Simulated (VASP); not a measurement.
Input of a VASP 6.6.1 run:

The input INCAR:

```
SYSTEM = GaGe3
ALGO = Normal ; EDIFF = 1E-8
ENCUT = 520 ; GGA = PS
IBRION = 8 ; ISIF = 2
ISMEAR = -1 ; LASPH = .True.
LCHARG = .False. ; LREAL = .False.
LWAVE = .False. ; NBANDS = 36
NELM = 100 ; NSW = 1
PREC = Accurate ; SIGMA = 0.05
```

KPOINTS

```
k-points
0
Gamma
  7 7 7
  0 0 0
```

POSCAR

```
GaGe3
1.0
    0.0000000000      3.3871670000      3.3871670000
    3.3871670000      0.0000000000      3.3871670000
    3.3871670000      3.3871670000      0.0000000000
Ge Ga
3 1
Direct
    0.5000000000      0.5000000000      0.5000000000
    0.7500000000      0.7500000000      0.7500000000
    0.2500000000      0.2500000000      0.2500000000
    0.0000000000      0.0000000000      0.0000000000
```

Potentials or basis: VASP PAW PBE potentials, release 64 (Ge_d, Ga_d).

Command:

```console
$ cat potpaw_PBE.64/Ge_d/POTCAR potpaw_PBE.64/Ga_d/POTCAR > POTCAR
$ mpirun -np 1 vasp_std > vasp.out
```

Task: Predict the highest phonon frequency at Γ.

Result: 96 cm⁻¹.

Phonon frequencies in cm⁻¹ (negative: imaginary):
```csv
q point,frequencies
"(0.000, 0.000, 0.000)",-1 -1 -1 83 83 83 85 85 85 96 96 96
```

Caveat: the cell stands under pressure or tension, which shifts response properties.
